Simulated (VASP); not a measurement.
Wanted: the native input for a VASP 6.6.1 run.

| Item | Value |
| --- | --- |
| Task | electric field gradients |
| Functional | PBEsol |
| Potentials or basis | VASP PAW PBE potentials, release 64 (Pd) |
| Cutoff | 520 eV |
| k mesh | 7 × 7 × 7 |
| Occupations | fermi-dirac, width 0.05 eV |
| Spin | no spin polarisation |
| Dipole correction | no |
| Further INCAR settings | ALGO = Normal; EDIFF = 1e-08; NBANDS = 50 |

The structure of Pd lies in POSCAR:

```
Pd
1.0
    0.0000000000      3.8930000000      3.8930000000
    3.8930000000      0.0000000000      3.8930000000
    3.8930000000      3.8930000000      0.0000000000
Pd
8
Direct
    0.0000000000      0.0000000000      0.0000000000
    0.0000000000      0.0000000000      0.5000000000
    0.0000000000      0.5000000000      0.0000000000
    0.0000000000      0.5000000000      0.5000000000
    0.5000000000      0.0000000000      0.0000000000
    0.5000000000      0.0000000000      0.5000000000
    0.5000000000      0.5000000000      0.0000000000
    0.5000000000      0.5000000000      0.5000000000
```

These files were run (other wordings do the same):

INCAR

```
  PREC = Accurate
  ENCUT = 520
  EDIFF = 1E-8
  ISMEAR = -1
  SIGMA = 0.05
  LREAL = False
  LASPH = True
  NELM = 80
  ALGO = Normal
  ISIF = 2
  LWAVE = False
  LCHARG = False
  GGA = PS
  LEFG = True
  NBANDS = 50
```

KPOINTS

```
Automatic mesh
0
Gamma
  7 7 7
```

Potentials or basis: VASP PAW PBE potentials, release 64 (Pd).

Command:

```sh
$ cat potpaw_PBE.64/Pd/POTCAR > POTCAR
$ mpirun -np 1 vasp_std > vasp.out
```

It gave:

| Item | Value |
| --- | --- |
| Pressure | -2.8 GPa |
| Band gap on the k mesh | zero (bands 40 and 41 overlap by 0.45 eV) |
| Largest electric field gradient by atom | zero within the noise of the run |

Caveat: the PAW data sets were made with another functional, which shifts forces and pressure a little.

It took 90 s on 1 thread of Intel(R) Xeon(R) Platinum 8488C (Sapphire Rapids), on a shared host, peak memory 0.29 GiB.
